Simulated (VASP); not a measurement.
Runs of VASP 6.6.1 on Si. The structure is that of space group I4/mmm (No. 139), or close to it. The cells are those of the table. 

| cell | gap on the mesh (eV) | pressure (GPa) | largest force (eV/Å) |
| --- | --- | --- | --- |
| a = 5.057 Å, angles 97.2, 97.2, 138.6°, 4 atoms | (b) | 8.3 | 0.96 |
| a = 5.167 Å, angles 99.3, 99.3, 132.6°, 4 atoms | none | -4.8 | 0.49 |
| a = 5.041 Å, angles 96.8, 96.8, 139.7°, 4 atoms | none | (a) | 1.49 |
| a = 5.092 Å, angles 97.9, 97.9, 136.6°, 4 atoms | 0.38 | 2.2 | 0.25 |
| a = 5.186 Å, angles 99.7, 99.7, 131.7°, 4 atoms | none | -5.9 | 0.59 |

Alike in all rows: task single point; level PBE; potentials or basis VASP PAW PBE potentials, release 64 (Si); no spin polarisation; k mesh 10 × 10 × 10; cutoff (eV) 520; smearing gaussian 0.05 eV.

Task: Estimate the missing entries.

Result: (a) 12.2; (b) 0.11.

Caveats: semilocal functionals underestimate gaps, so a narrow gap can read as zero (at least some runs); the cell stands under pressure (at least some runs); the cell stands under tension (at least some runs); forces of over 1 eV/Å act on the atoms, so gaps and moduli don't describe the material at rest (at least some runs).

A k mesh can miss the band edges.

A gap of «none» marks levels without a gap at the run's occupations.
